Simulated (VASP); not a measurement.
A run of VASP 6.6.1:

File INCAR:

```
ALGO = Normal ; EDIFF = 1E-6
ENCUT = 520 ; GGA = PE
ISIF = 2 ; ISMEAR = -1
LASPH = True ; LCHARG = True
LELF = True ; LREAL = False
LVHAR = True ; LWAVE = False
NBANDS = 15 ; NELM = 80
PREC = Accurate ; SIGMA = 0.15
```

File KPOINTS:

```
k-points
0
Gamma
  5 5 5
```

POSCAR

```
TiC
1.0
    3.0537110000      0.0000000000      0.0000000000
    1.5268555000      2.6445913018      0.0000000000
    1.5268555000      0.8815304339      2.4933445906
Ti C
1 1
Direct
    0.0000000000      0.0000000000      0.0000000000
    0.5000000000      0.5000000000      0.5000000000
```

Potentials or basis: VASP PAW PBE potentials, release 64 (Ti_sv, C).

Run with:

```sh
$ cat potpaw_PBE.64/Ti_sv/POTCAR potpaw_PBE.64/C/POTCAR > POTCAR
$ mpirun -np 1 vasp_std > vasp.out
```

Hardware: 1 thread of AMD EPYC 7R13 (shared host).

Task: Estimate the wall time of this run.

Result: It took 12 s on 1 thread of AMD EPYC 7R13, on a shared host, peak memory 0.1 GiB. Counts: scf iterations 14, k points 10.
